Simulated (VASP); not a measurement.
Write the native input for VASP 6.6.1 that does the following.

| Item | Value |
| --- | --- |
| Task | single point |
| Functional | PBEsol |
| Potentials or basis | VASP PAW PBE potentials, release 64 (Ga_d, Ge_d) |
| Cutoff | 520 eV |
| k mesh | 12 × 12 × 12 |
| Occupations | gaussian, width 0.1 eV |
| Spin | no spin polarisation |
| Dipole correction | no |
| Further INCAR settings | ALGO = Normal; EDIFF = 1e-06; NBANDS = 20 |

The structure of GaGe lies in POSCAR:

```
GaGe
1.0
    0.0000000000      2.8978440000      2.8978440000
    2.8978440000      0.0000000000      2.8978440000
    2.8978440000      2.8978440000      0.0000000000
Ga Ge
1 1
Direct
    0.7500000000      0.7500000000      0.7500000000
   -0.0154218101      0.0259020154     -0.0045792665
```

This cell differs from its parent crystal: one atom moved.

One way to write it, as run:

INCAR

```
SYSTEM = GaGe
PREC = Accurate ; ENCUT = 520
EDIFF = 1E-6 ; ISMEAR = 0
SIGMA = 0.1 ; LREAL = .FALSE.
LASPH = .TRUE. ; NELM = 80
ALGO = Normal ; ISIF = 2
LWAVE = .FALSE. ; LCHARG = .FALSE.
GGA = PS ; NBANDS = 20
```

KPOINTS

```
Automatic mesh
0
G
  12 12 12
  0 0 0
```

Potentials or basis: VASP PAW PBE potentials, release 64 (Ga_d, Ge_d).

Launch:

```console
$ cat potpaw_PBE.64/Ga_d/POTCAR potpaw_PBE.64/Ge_d/POTCAR > POTCAR
$ mpirun -np 1 vasp_std > vasp.out
```

It gave:

* Pressure: -2.4 GPa
* Largest force: 0.451 eV/Å
* Band gap on the k mesh: zero (an odd number of electrons rules out a gap without spin polarisation)

Caveat: the cell differs from its parent crystal (one atom moved); the PAW data sets were made with another functional, which shifts forces and pressure a little.

Wall time 14 min on 1 thread of Intel Xeon 8259CL, with other jobs on the host, peak memory 0.88 GiB.
